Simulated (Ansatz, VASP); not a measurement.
Ge: VASP beside Ansatz

File INCAR:

```
PREC     = Accurate       # precision mode
ENCUT    = 520            # plane-wave cutoff, eV
EDIFF    = 1E-6           # SCF threshold, eV
ISMEAR   = -1             # smearing method
SIGMA    = 0.05           # smearing width, eV
LREAL    = F              # projectors in reciprocal space
LASPH    = T              # aspherical terms in the spheres
NELM     = 60             # most SCF steps
ALGO     = Normal         # electronic algorithm
ISIF     = 2              # what is computed and relaxed
LWAVE    = F              # write WAVECAR
LCHARG   = F              # write CHGCAR
GGA      = PS             # functional
NBANDS   = 36             # bands
```

KPOINTS

```
regular mesh
0
Gamma
  6 6 2
```

Contents of POSCAR:

```
Ge
1.0
    4.0504050000      0.0000000000      0.0000000000
   -2.0252020000      3.5077530000      0.0000000000
    0.0000000000      0.0000000000     10.9933590000
Ge
4
Direct
    0.0000000000      0.0000000000      0.9865484008
    0.0000000000      0.0000000000      0.4774520000
    0.3333333333      0.6666666667      0.9148480000
    0.6666666667      0.3333333333      0.4148480000
```

Input for Ansatz:

```yaml
crystal:
  lattice:
    - [4.050405, 0.0, 0.0]
    - [-2.025202, 3.507753, 0.0]
    - [0.0, 0.0, 10.993359]
  atoms:
    - { symbol: Ge, position: [0.0, 0.0, 0.9865484008361777] }
    - { symbol: Ge, position: [0.0, 0.0, 0.477452] }
    - { symbol: Ge, position: [0.33333333333333337, 0.6666666666666666, 0.914848] }
    - { symbol: Ge, position: [0.6666666666666667, 0.3333333333333333, 0.41484799999999994] }
kpoints:
  mp_grid:
    grid: [6, 6, 2]
hamiltonian:
  xc: pbesol
scf:
  occupations:
    method: fermi_dirac
    width: 0.05
output:
  forces: true
```

Alike in both runs: task single point; functional PBEsol; k mesh 6 × 6 × 2; occupations fermi-dirac, width 0.05 eV; no spin polarisation.

|  | VASP | Ansatz |
| --- | --- | --- |
| version | VASP 6.6.1 | Ansatz 0.2.0 |
| potentials or method | VASP PAW PBE potentials, release 64 (Ge_d) | plane waves, PAW |
| plane-wave cutoff (eV) | 520 | 420 |
| valence electrons in the cell | 56 | 56 |

```tsv
	VASP	Ansatz	Ansatz less VASP
rms of the force components (eV/Å)	0.243	0.240	-0.0023
```

VASP's potentials were made for PBE, not for PBEsol. Atom by atom the forces differ by 0.003 eV/Å (rms over components).
